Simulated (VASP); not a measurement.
Crystal: MoSe.

```
Mo Se
1.0
     3.50023    0.00000    0.00000
     0.00000    3.50023    0.00000
     0.00000    0.00000    3.50023
Mo Se
1 1
Direct
  0.00000 0.00000 0.00000
  0.50000 0.50000 0.50000
```

```yaml
Program: VASP 6.6.1
Task: relaxation of cell and atoms
Functional: PBE0
Potentials_or_basis: VASP PAW PBE potentials, release 64 (Mo_sv, Se)
Cutoff: 600 eV
k_mesh: 4 × 4 × 4
Occupations: fermi-dirac, width 0.05 eV
Spin: no spin polarisation
```

At the start: pressure -32.6 GPa; volume 21.44 Å³/atom.

Q: How do energy, volume and symmetry change on relaxing?

A: Over 5 steps the energy falls by 962.4 meV/atom and the volume is 14.91 Å³/atom (-30.5 %); space group Pm-3m (No. 221, to 0.05 Å).

The path:
| step | energy change (eV) | largest force (eV/Å) | pressure (GPa) | volume (Å³) |
| --- | --- | --- | --- | --- |
| 1 | 0.0000 | 0.0000 | -32.57 | 42.88 |
| 2 | 1.2558 | 0.0000 | 163.45 | 21.12 |
| 3 | -1.9125 | 0.0000 | -5.10 | 30.57 |
| 4 | -1.9229 | 0.0000 | -2.11 | 30.12 |
| 5 | -1.9249 | 0.0000 | 0.07 | 29.81 |

Final structure:
```
Mo Se
1.0
     3.10068    0.00000    0.00000
     0.00000    3.10068    0.00000
     0.00000    0.00000    3.10068
Mo Se
1 1
Cartesian
  0.0000 0.0000 0.0000
  1.5503 1.5503 1.5503
```

Caveat: the k points lie up to 0.51 Å⁻¹ apart in the final cell; the volume moved by over 15 % at a fixed basis, so the end points are rough; the PAW data sets were made with another functional, which shifts forces and pressure a little.
